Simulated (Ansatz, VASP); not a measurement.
Si16O in VASP and in Ansatz

```
Si O
1.0
     0.00000    5.43000    5.43000
     5.43000    0.00000    5.43000
     5.43000    5.43000    0.00000
Si O
16 1
Cartesian
  -0.0068 0.0250 -0.0367
  1.3355 1.4169 1.3108
  2.7581 3.0014 0.2474
  4.1676 4.2960 1.5835
  2.6690 0.0516 2.6826
  4.0432 1.3753 4.0517
  5.4710 2.7403 2.7796
  6.8235 4.1286 4.1176
  -0.2745 2.5848 2.5664
  1.0655 3.8803 3.9641
  2.3707 5.2936 2.6548
  4.0456 7.0250 4.3414
  2.5995 2.7226 5.3240
  3.9308 4.1085 6.6850
  5.3787 5.4562 5.3996
  6.7088 6.8135 6.7225
  8.0640 6.2054 9.4547
```

Alike in both runs: functional PBE; dispersion D3(BJ); k mesh 2 × 2 × 2; occupations fermi-dirac, width 0.05 eV; collinear spin.

Ansatz relaxed the structure, and its values are those at the end. VASP's run is a single point on that final structure, the one shown.

```csv
,VASP,Ansatz
version,VASP 6.6.1,Ansatz 0.2.0
potentials or method,"VASP PAW PBE potentials, release 64 (Si, O), cutoff 520 eV","scalar-relativistic, plane waves, PAW"
valence electrons in the cell,70,70
```

|  | VASP | Ansatz | Ansatz less VASP |
| --- | --- | --- | --- |
| rms of the force components (eV/Å) | 0.016 | 0.012 | -0.0036 |
| net moment per atom (μB) | 0.00 | 0.00 | 0.000 |

Ansatz's warnings: dispersion switch in reach, seeded moment not kept.

The k mesh is coarse, so the values compare programs but aren't converged.
